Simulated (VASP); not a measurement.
# KMgF3: single point with PBE

The system is KMgF3.

```xyz
5
Lattice="4.0982 0.0000 0.0000 0.0000 4.0982 0.0000 0.0000 0.0000 3.7704" Properties=species:S:1:pos:R:3 pbc="T T T"
K     2.0491    2.0491    1.8852
Mg    0.0000    0.0000    0.0000
F     2.0491    0.0000    0.0000
F     0.0000    2.0491    0.0000
F     0.0000    0.0000    1.8852
```

This cell differs from its parent crystal: ratio of the length along z to the lengths across it x 0.92, volume and fractional coordinates fixed.

```yaml
Program: VASP 6.6.1
Task: single point
Functional: PBE
Potentials_or_basis: VASP PAW PBE potentials, release 64 (K_sv, Mg, F)
Cutoff: 520 eV
k_mesh: 6 × 6 × 6
Occupations: gaussian, width 0.05 eV
Spin: no spin polarisation
```

```yaml
Pressure: 4.2 GPa
Band_gap_on_the_k_mesh: 7.27 eV, indirect (least direct gap 7.59 eV)
```

Stress tensor (GPa, compression positive):
```
 0.92  0.00  0.00
 0.00  0.92  0.00
 0.00  0.00 10.86
```

Levels at points of the mesh, in eV from the valence-band top:
```csv
k point,band 12,band 13,band 14,band 15,band 16,band 17,band 18,band 19,band 20,band 21
"(0.00, 0.00, 0.00)",-0.69,-0.50,-0.32,-0.32,-0.31,7.27,9.89,10.27,11.83,12.46
"(0.50, 0.00, 0.00)",-0.88,-0.77,-0.68,-0.54,-0.51,9.97,10.35,10.92,12.45,12.95
"(0.50, 0.50, 0.00)",-1.21,-1.03,-0.85,-0.85,-0.09,10.82,11.36,12.39,12.39,13.19
"(0.00, 0.00, 0.50)",-1.19,-1.19,-0.85,-0.53,-0.53,10.35,10.53,11.52,12.66,12.73
"(0.50, 0.00, 0.50)",-1.17,-1.00,-0.78,-0.78,-0.03,10.88,11.86,12.60,12.60,12.67
"(0.50, 0.50, 0.50)",-1.23,-1.01,-0.05,0.00,0.00,10.38,10.38,10.44,13.53,13.81
```

It used 34 s of CPU time on 1 thread of Intel(R) Xeon(R) Platinum 8488C (Sapphire Rapids), with other jobs on the host.

 A k mesh can miss the band edges.
